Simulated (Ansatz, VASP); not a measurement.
**Two plane-wave programs on Zr2Ta**

```
Zr Ta
1.0
     0.00000    3.30137    3.30137
     3.30137    0.00000    3.30137
     3.30137    3.30137    0.00000
Zr Ta
2 1
Cartesian
  1.6507 1.6507 1.6507
  4.9521 4.9521 4.9521
  0.0000 0.0000 0.0000
```

Alike in both runs: task relaxation of cell and atoms; functional PBE; k mesh 12 × 12 × 12; occupations gaussian, width 0.1 eV; no spin polarisation.

```csv
,VASP,Ansatz
version,VASP 6.6.1,Ansatz 0.2.0
potentials or method,"VASP PAW PBE potentials, release 64 (Zr_sv, Ta_pv), cutoff 600 eV","scalar-relativistic, plane waves, PAW"
valence electrons in the cell,35,37
```

Ansatz gave:

```
gap on the k mesh at the Fermi level, each at its own relaxed structure (eV) : none
relaxed volume (Å³/atom)                                                     : 24.06
relaxed length of the cell vector where the two differ most in proportion (Å)              : 4.674
```

Question: Which values does VASP return?

Answer: gap on the k mesh at the Fermi level, each at its own relaxed structure (eV): none; relaxed volume (Å³/atom): 24.08; relaxed length of the cell vector where the two differ most in proportion (Å): 4.675.

A gap of «none» marks a metal or a gap that the smearing closes. VASP's potentials hold 35 valence electrons a cell and Ansatz's 37, so a difference there can come from the potentials and not from the codes.

Neither program's run includes spin-orbit coupling.
